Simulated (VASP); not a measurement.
# Si (a cell with a defect) in VASP: single point with PBEsol

Aim: the single point of Si (a cell with a defect) with PBEsol.

Everything below comes from runs of VASP 6.6.1. Logs are shortened: lines on timing, memory, paths and dates and some standing lists are left out, and cuts for length are marked.

### Step 1. The cell of the first run

The cell holds a defect, 17 atoms: a = 7.679 Å, b = 7.679 Å, c = 7.679 Å, α = 60.00°, β = 60.00°, γ = 60.00°.

### Step 2. Single point, PBEsol

INCAR reads:

```
PREC     = Accurate       # precision mode
ENCUT    = 520            # plane-wave cutoff, eV
EDIFF    = 1E-6           # SCF threshold, eV
ISMEAR   = 0              # smearing method
SIGMA    = 0.02           # smearing width, eV
LREAL    = Auto         
LASPH    = True           # aspherical terms in the spheres
NELM     = 60             # most SCF steps
ALGO     = Normal         # electronic algorithm
ISIF     = 2              # what is computed and relaxed
LWAVE    = False          # write WAVECAR
LCHARG   = True           # write CHGCAR
GGA      = PS             # functional
LELF     = True           # ELF
LVHAR    = True         
NBANDS   = 48             # bands
```

KPOINTS reads:

```
Automatic mesh
0
Gamma
  2 2 2
```

POSCAR reads:

```
Si
1.0
    0.0000000000      5.4300000000      5.4300000000
    5.4300000000      0.0000000000      5.4300000000
    5.4300000000      5.4300000000      0.0000000000
Si
17
Direct
   -0.0011045120      0.0121376611     -0.0103260589
    0.1130640884      0.1279482505      0.1313454880
   -0.0233101289      0.0071524862      0.5093429098
    0.1182264273      0.1454709945      0.6176732044
   -0.0010076427      0.4995783610     -0.0103604972
    0.1380857274      0.6388991713      0.0844592081
    0.0133213628      0.5139909761      0.4589418048
    0.1182718232      0.6188729282      0.6176515654
    0.4843207182     -0.0151825967      0.0461709945
    0.6272442910      0.1280019337      0.1313118785
    0.5064066298      0.0072095764      0.5093112339
    0.6087791897      0.1093005525      0.6727598527
    0.5113178637      0.4996237569     -0.0103775322
    0.6273608656      0.6135849908      0.1312411602
    0.5065361878      0.4772166667      0.5092457643
    0.6447690608      0.6188946593      0.6176397790
    0.3502078269      0.8506960405      0.4485153775
```

Potentials or basis: VASP PAW PBE potentials, release 64 (Si).

Command:

```bash
cat potpaw_PBE.64/Si/POTCAR > POTCAR
mpirun -np 1 vasp_std > vasp.out
```

OUTCAR:

```text
PREC = Accurate
   ENCUT = 520
   EDIFF = 1E-6
   ISMEAR = 0
   LREAL = Auto
   LASPH = True
   NELM = 60
   ISIF = 2
   GGA = PS

 ion  position               nearest neighbor table
   1  0.999  0.012  0.990-  10 2.33   2 2.33   4 2.33   6 2.35
   2  0.113  0.128  0.131-   5 2.33   1 2.33   9 2.34   3 2.37  17 3.03
   3  0.977  0.007  0.509-  12 2.32   2 2.37  17 2.38   4 2.44   8 2.44
   4  0.118  0.145  0.618-   7 2.32   1 2.33  11 2.44   3 2.44  17 2.56
   5  0.999  0.500  0.990-  14 2.33   2 2.33   8 2.33   6 2.35
   6  0.138  0.639  0.084-   7 2.35  13 2.35   5 2.35   1 2.35
   7  0.013  0.514  0.459-   4 2.32   8 2.32  16 2.32   6 2.35
   8  0.118  0.619  0.618-   7 2.32   5 2.33  15 2.44   3 2.44  17 2.56
   9  0.484  0.985  0.046-  12 2.34  14 2.34  10 2.34   2 2.34  17 2.52
  10  0.627  0.128  0.131-  13 2.33   1 2.33   9 2.34  11 2.37  17 3.03
  11  0.506  0.007  0.509-  12 2.32  10 2.37  17 2.38   4 2.44  16 2.44
  12  0.609  0.109  0.673-   3 2.32  11 2.32  15 2.32   9 2.34
  13  0.511  0.500  0.990-  14 2.33  10 2.33  16 2.33   6 2.35
  14  0.627  0.614  0.131-  13 2.33   5 2.33   9 2.34  15 2.37  17 3.03
  15  0.507  0.477  0.509-  12 2.32  14 2.37  17 2.38   8 2.44  16 2.44
  16  0.645  0.619  0.618-   7 2.32  13 2.33  15 2.44  11 2.44  17 2.56
  17  0.350  0.851  0.449-  15 2.38  11 2.38   3 2.38   9 2.52  16 2.56   8 2.56   4 2.56   2 3.03
                            10 3.03  14 3.03

  LATTYP: Found a face centered cubic cell.
 ALAT       =    10.8600000000

  Lattice vectors:

 A1 = (   0.0000000000,   5.4300000000,   5.4300000000)
 A2 = (   5.4300000000,   0.0000000000,   5.4300000000)
 A3 = (   5.4300000000,   5.4300000000,   0.0000000000)

Analysis of symmetry for initial positions (statically):
=====================================================================
 Subroutine PRICEL returns:
 Original cell was already a primitive cell.

 Routine SETGRP: Setting up the symmetry group for a
 face centered cubic supercell.

 Subroutine GETGRP returns: Found  1 space group operations
 (whereof  1 operations were pure point group operations)
 out of a pool of 48 trial point group operations.

The static configuration has the point symmetry C_1 .

Analysis of symmetry for dynamics (positions and initial velocities):
=====================================================================
 Subroutine PRICEL returns:
 Original cell was already a primitive cell.

 Routine SETGRP: Setting up the symmetry group for a
 face centered cubic supercell.

 Subroutine GETGRP returns: Found  1 space group operations
 (whereof  1 operations were pure point group operations)
 out of a pool of 48 trial point group operations.

[... 122 lines left out ...]
   TEBEG  =    0.0;   TEEND  =   0.0 temperature during run
   PSTRESS=    0.0 pullay stress
   NELECT =      68.0000    total number of electrons
   NUPDOWN=      -1.0000    fix difference up-down
   EMIN   =  10.00;   EMAX   =-10.00  energy-range for DOS
   EFERMI =   0.00;   METHOD = LEGACY
   ISMEAR =     0;   SIGMA  =   0.02  broadening in eV -4-tet -1-fermi 0-gaus
   EFERMI_NEDOS =   21; number of points for ismear=-14 and -15
   IALGO  =     38    algorithm
   IMIX   =      4    mixing-type and parameters
     AMIX     =   0.40;   BMIX     =  1.00
     AMIX_MAG =   1.60;   BMIX_MAG =  1.00
  volume/ion in A,a.u.               =      18.84       127.11
  Fermi-wavevector in a.u.,A,eV,Ry     =   0.976715  1.845724 12.979587  0.953973
  Thomas-Fermi vector in A             =   2.107356
   LORBIT       =      0    0 simple, 1 ext, 2 COOP (PROOUT), +10 PAW based schemes
   GGA     = PS    functional components
   LHFCALC =     F    Hartree Fock is set to
   AEXX    =    0.0000 exact exchange contribution
   IVDW    =     0    specifies the selected vdW correction
   LEPSILON=     F    determine dielectric tensor
   LRPA    =     F    only Hartree local field effects (RPA)
 non-spin polarized calculation
 Gauss-broadening in eV      SIGMA  =   0.02
  energy-cutoff  :      520.00
  volume of cell :      320.21
 maximum number of plane-waves:      8646
 NGX is ok and might be reduce to    60
   NGX = 29   NGY = 29   NGZ = 29

 number of electron      68.0000000 magnetization

 Free energy of the ion-electron system (eV)
  ---------------------------------------------------
  ext. energy  EPLUGINS =         0.00000000
  ---------------------------------------------------
  free energy    TOTEN  =       -93.72228976 eV

  energy without entropy =      -93.71843353  energy(sigma->0) =      -93.72036165

 E-fermi :   6.7461     XC(G=0):  -9.8179

 val. band max:        6.6352615327   @ k =   0.0000   0.0000   0.0000
 cond. band min:       6.7519282637   @ k =   0.0000   0.5000   0.5000
 fundamental gap:      0.1166667310
 Fermi energy:         6.7460861598

 k-point     1 :       0.0000    0.0000    0.0000
  band No.  band energies     occupation
      1      -6.3429      2.00000
      2      -3.8820      2.00000
      3      -3.6772      2.00000
      4      -3.6770      2.00000
      5      -3.5356      2.00000
      6      -2.7654      2.00000
[... 381 lines left out ...]
     45      10.0784      0.00000
     46      10.3025      0.00000
 [bands above 46 left out]

------------------------ aborting loop because EDIFF is reached ----------------------------------------

  FORCE on cell =-STRESS in cart. coord.  units (eV):
  Direction    XX          YY          ZZ          XY          YZ          ZX
  --------------------------------------------------------------------------------------
  -------------------------------------------------------------------------------------
  Total        5.8611108      5.8850865      5.8775006     -1.0012648      1.0011106      1.0008884
  in kB       29.3265535     29.4465183     29.4085613     -5.0099114      5.0091398      5.0080281
  external PRESSURE =      29.3938777 kB  Pullay stress =       0.0000000 kB

 VOLUME and BASIS-vectors are now :
 -----------------------------------------------------------------------------
  energy-cutoff  :      520.00
  volume of cell :      320.21
      direct lattice vectors                 reciprocal lattice vectors
     0.000000000  5.430000000  5.430000000    -0.092081031  0.092081031  0.092081031
     5.430000000  0.000000000  5.430000000     0.092081031 -0.092081031  0.092081031
     5.430000000  5.430000000  0.000000000     0.092081031  0.092081031 -0.092081031

 POSITION                                       TOTAL-FORCE (eV/Angst)
 -----------------------------------------------------------------------------------
      5.43984     10.79793      5.48991        -0.002320      0.024081     -0.023960
      1.40797      1.32714      1.30870        -0.000310      0.007735     -0.000069
      2.80457      8.06916      5.34226         0.008557      0.028152     -0.010088
      4.14387      3.99594      1.43188        -0.006416      0.031334     -0.031216
      8.08645     10.79827      8.13724         0.023357      0.023744      0.002128
      3.92784      1.20842      4.21903         0.089699      0.091100     -0.090867
[... 9 lines left out ...]
      6.71438      6.85488      6.86169         0.031328     -0.006273     -0.030899
      7.05472      4.33707      6.52091        -0.283074     -0.282553      0.282464
 -----------------------------------------------------------------------------------
    total drift:                                0.007009      0.008891     -0.007953

  FREE ENERGIE OF THE ION-ELECTRON SYSTEM (eV)
  ---------------------------------------------------
  free  energy   TOTEN  =       -93.7222897627 eV

  energy  without entropy=      -93.7184335325  energy(sigma->0) =      -93.72036165
```

OSZICAR:

```text
N       E                     dE             d eps       ncg     rms          rms(c)
DAV:   1     0.156968106657E+03    0.15697E+03   -0.26091E+04   768   0.117E+03
DAV:   2    -0.805340119686E+02   -0.23750E+03   -0.22526E+03   936   0.170E+02
DAV:   3    -0.953104799386E+02   -0.14776E+02   -0.14389E+02   992   0.373E+01
DAV:   4    -0.956193257308E+02   -0.30885E+00   -0.30729E+00   936   0.668E+00
DAV:   5    -0.956272232044E+02   -0.78975E-02   -0.78913E-02   960   0.100E+00    0.148E+01
DAV:   6    -0.942675476360E+02    0.13597E+01   -0.97793E-01   912   0.295E+00    0.885E+00
DAV:   7    -0.937196546192E+02    0.54789E+00   -0.12873E+00   888   0.326E+00    0.843E-01
DAV:   8    -0.937224125488E+02   -0.27579E-02   -0.71055E-02   904   0.969E-01    0.462E-01
DAV:   9    -0.937220062231E+02    0.40633E-03   -0.53075E-03   928   0.247E-01    0.220E-01
DAV:  10    -0.937222144012E+02   -0.20818E-03   -0.63081E-04   880   0.875E-02    0.891E-02
DAV:  11    -0.937222869019E+02   -0.72501E-04   -0.11161E-04   928   0.406E-02    0.274E-02
DAV:  12    -0.937222892163E+02   -0.23144E-05   -0.10144E-05   960   0.112E-02    0.808E-03
DAV:  13    -0.937222897627E+02   -0.54639E-06   -0.17212E-06   624   0.501E-03
   1 F= -.93722290E+02 E0= -.93720362E+02  d E =-.385623E-02
```

It took 4.7 min on 1 thread of Intel Xeon Platinum 8375C at 2.90GHz (Ice Lake), shared host; peak memory 0.46 GiB.

What came out:

- Free energy: -93.7223 eV
- Pressure: 2.9 GPa
- Largest force: 0.490 eV/Å
- Band gap on the k mesh: zero (bands 34 and 35 overlap by 0.12 eV)

Forces on the atoms (eV/Å):
```
Si  -0.002  0.024 -0.024
Si   0.000  0.008  0.000
Si   0.009  0.028 -0.010
Si  -0.006  0.031 -0.031
Si   0.023  0.024  0.002
Si   0.090  0.091 -0.091
Si   0.081  0.078 -0.079
Si   0.031  0.031  0.007
Si  -0.027 -0.027  0.028
Si   0.000  0.001 -0.008
Si   0.008  0.010 -0.030
Si  -0.016 -0.016  0.016
Si   0.023 -0.001 -0.023
Si   0.008  0.000  0.000
Si   0.031  0.008 -0.008
Si   0.031 -0.006 -0.031
Si  -0.283 -0.283  0.282
```

Stress tensor (GPa, compression positive):
```
 2.93 -0.50  0.50
-0.50  2.94  0.50
 0.50  0.50  2.94
```

Levels at points of the mesh, in eV from the Fermi level:
```
           k point  band 31  band 32  band 33  band 34  band 35  band 36  band 37  band 38
(0.00, 0.00, 0.00)    -0.91    -0.68    -0.68    -0.40    -0.11    -0.11     0.11     0.11
(0.50, 0.00, 0.00)    -1.37    -1.34    -1.09    -0.17     0.20     0.78     0.83     0.90
(0.00, 0.50, 0.00)    -1.38    -1.34    -1.09    -0.17     0.20     0.78     0.83     0.90
(0.00, 0.00, 0.50)    -1.45    -1.28    -1.28    -0.30     0.38     0.38     1.11     1.11
(0.50, 0.50, 0.50)    -1.38    -1.34    -1.09    -0.17     0.20     0.78     0.83     0.90
(0.50, 0.50, 0.00)    -1.89    -1.73    -0.83     0.01     0.52     1.18     1.30     1.30
(0.00, 0.50, 0.50)    -1.89    -1.73    -0.83     0.01     0.52     1.18     1.30     1.30
(0.50, 0.00, 0.50)    -1.89    -1.73    -0.83     0.01     0.52     1.18     1.30     1.30
```

Caveat: the k points lie up to 0.50 Å⁻¹ apart; the PAW data sets were made with another functional, which shifts forces and pressure a little.

The gap in the log of VASP goes by the Fermi energy; the results here count the filled bands.